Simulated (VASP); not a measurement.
A run of VASP 6.6.1 is set up as follows.

POSCAR

```
HfN
1.0
    3.1649388323      0.0000000000      0.0000000000
   -1.5824694162      2.7409174302      0.0000000000
    0.0000000000      0.0000000000      5.4704025717
Hf N
2 2
Direct
    0.3333333333      0.6666666667      0.2500000000
    0.6666666667      0.3333333333      0.7500000000
    0.0000000000      0.0000000000      0.5000000000
    0.0000000000      0.0000000000      0.0000000000
```

The input INCAR.step1:

```
SYSTEM = HfN
  PREC = Accurate
  ENCUT = 520
  ISMEAR = -1
  SIGMA = 0.02
  LREAL = .FALSE.
  LASPH = .TRUE.
  NELM = 60
  NBANDS = 23
  GGA = PE
  ALGO = Normal
  EDIFF = 1E-4
  LWAVE = .TRUE.
  LCHARG = .FALSE.
```

INCAR.step2

```
SYSTEM = HfN
  PREC = Accurate
  ENCUT = 520
  EDIFF = 1E-6
  ISMEAR = -1
  SIGMA = 0.02
  LREAL = .FALSE.
  LASPH = .TRUE.
  NELM = 60
  ALGO = Normal
  ISIF = 2
  LWAVE = .FALSE.
  LCHARG = .FALSE.
  METAGGA = R2SCAN
  LMIXTAU = .TRUE.
  NBANDS = 23
  ISTART = 1
```

File KPOINTS:

```
Automatic mesh
0
G
  11 11 6
  0 0 0
```

Potentials or basis: VASP PAW PBE potentials, release 64 (Hf_pv, N).

The run is started by

```console
$ cat potpaw_PBE.64/Hf_pv/POTCAR potpaw_PBE.64/N/POTCAR > POTCAR
$ cp INCAR.step1 INCAR
$ mpirun -np 1 vasp_std > vasp.out
$ cp INCAR.step2 INCAR
$ mpirun -np 1 vasp_std > vasp.out
```

Q: Predict the pressure.

A: -8.2 GPa.

Q: Estimate the band gap on the k mesh.

A: Zero (bands 15 and 16 overlap by 2.39 eV).

Stress tensor (GPa, compression positive):
```
-8.24  0.00  0.00
 0.00 -8.24  0.00
 0.00  0.00 -8.04
```

Caveat: the cell stands under tension; the PAW data sets were made with another functional, which shifts forces and pressure a little; spin-orbit coupling is left out, which moves the levels of the heavy elements.
